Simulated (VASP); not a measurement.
Sb: single point with PBE

Sb:

```
CELL_PARAMETERS angstrom
2.20668 2.19868 -0.00485
-0.03188 0.04550 -6.21935
-4.40397 4.38926 -0.05200
ATOMIC_POSITIONS crystal
Sb 0.99951 0.00106 0.00114
Sb 0.00014 0.49982 0.99917
Sb 0.99992 0.00052 0.49952
Sb 0.00042 0.49860 0.50017
```

| Quantity | Value |
| --- | --- |
| Program | VASP 6.6.1 |
| Task | single point |
| Functional | PBE |
| Potentials or basis | VASP PAW PBE potentials, release 64 (Sb) |
| Cutoff | 520 eV |
| k mesh | 8 × 4 × 4 |
| Occupations | gaussian, width 0.2 eV |
| Spin | no spin polarisation |

```yaml
Pressure: 0.1 GPa
Largest_force: 0.009 eV/Å
Band_gap_on_the_k_mesh: zero (bands 10 and 11 overlap by 5.16 eV)
```

Forces in eV/Å, atoms in the order of the input:
```
Sb   0.005 -0.004  0.006
Sb  -0.004  0.003 -0.004
Sb  -0.004  0.004  0.004
Sb   0.002 -0.003 -0.007
```

Stress tensor (GPa, compression positive):
```
 0.13 -0.07 -0.01
-0.07  0.13  0.01
-0.01  0.01  0.17
```

Levels at points of the mesh, in eV from the Fermi level:
| k point | band 6 | band 7 | band 8 | band 9 | band 10 | band 11 | band 12 | band 13 | band 14 | band 15 |
| --- | --- | --- | --- | --- | --- | --- | --- | --- | --- | --- |
| (0.00, 0.00, 0.00) | -5.47 | -3.54 | -3.35 | 2.27 | 3.25 | 3.27 | 3.35 | 5.23 | 5.23 | 5.28 |
| (0.50, 0.00, 0.00) | -3.47 | -3.47 | -3.43 | -3.43 | -1.66 | -1.55 | -1.46 | 2.26 | 2.26 | 4.79 |
| (0.00, 0.50, 0.00) | -4.65 | -1.93 | -1.88 | 0.23 | 0.29 | 4.05 | 4.09 | 4.11 | 4.14 | 5.25 |
| (0.50, 0.50, 0.00) | -4.64 | -2.71 | -2.68 | -2.66 | -2.63 | 0.21 | 0.27 | 2.39 | 2.47 | 3.09 |
| (0.00, 0.00, 0.50) | -4.66 | -1.91 | -1.90 | 0.25 | 0.27 | 4.07 | 4.07 | 4.11 | 4.12 | 5.26 |
| (0.50, 0.00, 0.50) | -4.65 | -2.69 | -2.69 | -2.65 | -2.64 | 0.24 | 0.25 | 2.42 | 2.44 | 3.10 |
| (0.00, 0.50, 0.50) | -1.32 | -1.22 | -1.20 | -0.94 | -0.93 | -0.77 | -0.76 | 4.86 | 4.88 | 4.91 |
| (0.50, 0.50, 0.50) | -3.88 | -3.84 | -3.82 | 0.58 | 0.63 | 0.73 | 0.75 | 1.45 | 1.46 | 1.63 |

Wall time 39 s on 1 thread of AMD EPYC 9R45 (Zen 5), with other jobs on the host, peak memory 0.25 GiB.

Caveat: spin-orbit coupling is left out, which moves the levels of the heavy elements.
